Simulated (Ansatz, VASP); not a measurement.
# GdRe: VASP beside Ansatz

INCAR

```
ALGO = Normal
EDIFF = 1E-7
ENCUT = 520
GGA = CA
ISIF = 2
ISMEAR = 0
ISPIN = 2
LASPH = T
LCHARG = F
LMAXMIX = 6
LORBIT = 11
LREAL = F
LWAVE = F
MAGMOM = 7.61 0
NBANDS = 24
NELM = 150
PREC = Accurate
SIGMA = 0.05
```

Contents of KPOINTS:

```
k-points
0
Gamma
  10 10 10
```

File POSCAR:

```
GdRe
1.0
    3.4599047400      0.0000000000      0.0000000000
    0.0000000000      3.4599047400      0.0000000000
    0.0000000000      0.0000000000      3.4599047400
Gd Re
1 1
Direct
    0.0000000000      0.0000000000      0.0000000000
    0.5000000000      0.5000000000      0.5000000000
```

Input for Ansatz:

```yaml
crystal:
  lattice:
    - [3.45990474, 0.0, 0.0]
    - [0.0, 3.45990474, 0.0]
    - [0.0, 0.0, 3.45990474]
  atoms:
    - { symbol: Gd, position: [0.0, 0.0, 0.0], spin: 7.61 }
    - { symbol: Re, position: [0.5, 0.5, 0.5] }
basis:
  ecutwfc: 420
  ecutrho_ratio: 4
kpoints:
  mp_grid: { grid: [10, 10, 10] }
hamiltonian:
  xc: lda
scf:
  occupations: { method: gaussian, width: 0.05 }
  lower_state_search: "off"
output:
  forces: true
  stress: true
  eigenvalues: true
  populations: true
  hubbard: { sites: [{ species: Gd, l: f }] }
magnetization:
  spin_polarized: true
checkpoint:
  read: start.run
  write: ck
  compress: false
  write_wavefunctions: false
  write_every: 100000
```

Alike in both runs: task single point; functional LDA; k mesh 10 × 10 × 10; occupations gaussian, width 0.05 eV; collinear spin.

|  | VASP | Ansatz |
| --- | --- | --- |
| version | VASP 6.6.1 | Ansatz 0.2.0 |
| potentials or method | VASP PAW PBE potentials, release 64 (Gd, Re), cutoff 520 eV | scalar-relativistic, plane waves, PAW |
| valence electrons in the cell | 25 | 33 |

VASP gave:

- gap on the k mesh at the Fermi level (eV): none
- pressure (GPa): -9.2
- net moment per atom (μB): 3.28
- size of the moment on the site where the two differ most (μB): 6.75

Task: Which values does Ansatz return?

Result: gap on the k mesh at the Fermi level (eV): none; pressure (GPa): -9.6; net moment per atom (μB): 3.29; size of the moment on the site where the two differ most (μB): 6.90.

VASP's potentials were made for PBE, not for LDA. LDA's correlation is that of Perdew and Zunger in VASP and of Perdew and Wang (1992) in Ansatz. Site moments also hang on the region over which each program counts them. A gap of «none» marks a metal or a gap that the smearing closes. VASP's potentials hold 25 valence electrons a cell and Ansatz's 33, so a difference there can come from the potentials and not from the codes.

Spin-orbit coupling is off throughout.
